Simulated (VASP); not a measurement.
Runs of VASP 6.6.1 on BeP3. The structure is that of space group I4/mmm (No. 139), or close to it. The cells are those of the table. 

| task | cell | k mesh | cutoff (eV) | gap on the mesh (eV) | pressure (GPa) |
| --- | --- | --- | --- | --- | --- |
| single point | a = 5.555 Å, angles 145.4, 145.4, 49.8°, 4 atoms | 6 × 6 × 6 | 520 | none | 0.0 |
| relaxation of cell and atoms | relaxed from a = 4.975 Å, angles 135.6, 135.6, 64.7°, 4 atoms | 6 × 6 × 6 | 600 | none | 0.1 |
| single point | a = 4.975 Å, angles 135.6, 135.6, 64.7°, 4 atoms | 6 × 6 × 6 | 520 | none | -9.0 |
| single point | a = 5.737 Å, angles 146.6, 146.6, 47.9°, 4 atoms | 20 × 20 × 20 | 520 | none | (a) |

Alike in all rows: level PBE; potentials or basis VASP PAW PBE potentials, release 64 (Be, P); no spin polarisation; smearing gaussian 0.1 eV.

Q: Estimate the missing entries.

A: (a) -0.1.

Caveats: the cell stands under tension (at least some runs).

A gap of «none» marks levels without a gap at the run's occupations.
